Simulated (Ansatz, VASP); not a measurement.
## Au in VASP and in Ansatz

```
CELL_PARAMETERS angstrom
2.87741 0.00000 0.00000
-1.43871 2.49191 0.00000
0.00000 0.00000 9.49674
ATOMIC_POSITIONS crystal
Au 0.00000 0.00000 0.00000
Au 0.00000 0.00000 0.50000
Au 0.33333 0.66667 0.25000
Au 0.66667 0.33333 0.75000
```

Alike in both runs: functional PBEsol; k mesh 18 × 18 × 6; occupations gaussian, width 0.1 eV; no spin polarisation.

Ansatz relaxed the structure, and its values are those at the end. VASP's run is a single point on that final structure, the one shown.

|  | VASP | Ansatz |
| --- | --- | --- |
| version | VASP 6.6.1 | Ansatz 0.2.0 |
| potentials or method | VASP PAW PBE potentials, release 64 (Au), cutoff 520 eV | scalar-relativistic, plane waves, PAW |
| valence electrons in the cell | 44 | 76 |

```csv
,VASP,Ansatz,Ansatz less VASP
gap on the k mesh at the Fermi level (eV),none,none,-
pressure (GPa),-0.3,0.0,+0.33
```

VASP's potentials were made for PBE, not for PBEsol. A gap of «none» marks a metal or a gap that the smearing closes. VASP's potentials hold 44 valence electrons a cell and Ansatz's 76, so a difference there can come from the potentials and not from the codes.

Spin-orbit coupling is off throughout.
